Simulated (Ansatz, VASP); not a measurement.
Two plane-wave programs on Sr

```
Sr
1.0
     4.31000    0.00000    0.00000
    -2.15500    3.73257    0.00000
     0.00000    0.00000    7.05000
Sr
2
Direct
  0.33333 0.66667 0.25000
  0.66667 0.33333 0.75000
```

Alike in both runs: task electric field gradients; functional PBE; k mesh 10 × 10 × 5; occupations fermi-dirac, width 0.08 eV; no spin polarisation.

|  | VASP | Ansatz |
| --- | --- | --- |
| version | VASP 6.6.1 | Ansatz 0.2.0 |
| potentials or method | VASP PAW PBE potentials, release 64 (Sr_sv) | PAW with Ansatz's default frozen-core files, scalar-relativistic |
| plane-wave cutoff (eV) | 520 | 420 |
| valence electrons in the cell | 20 | 20 |

|  | VASP | Ansatz | Ansatz less VASP |
| --- | --- | --- | --- |
| pressure (GPa) | -0.3 | -0.3 | 0.00 |
| traceless stress, the component that is largest in VASP (GPa) | 0.08 | 0.08 | +0.001 |
| size of Vzz on the site where it differs most (V/Å²) | 4.6 | 4.8 | +0.18 |
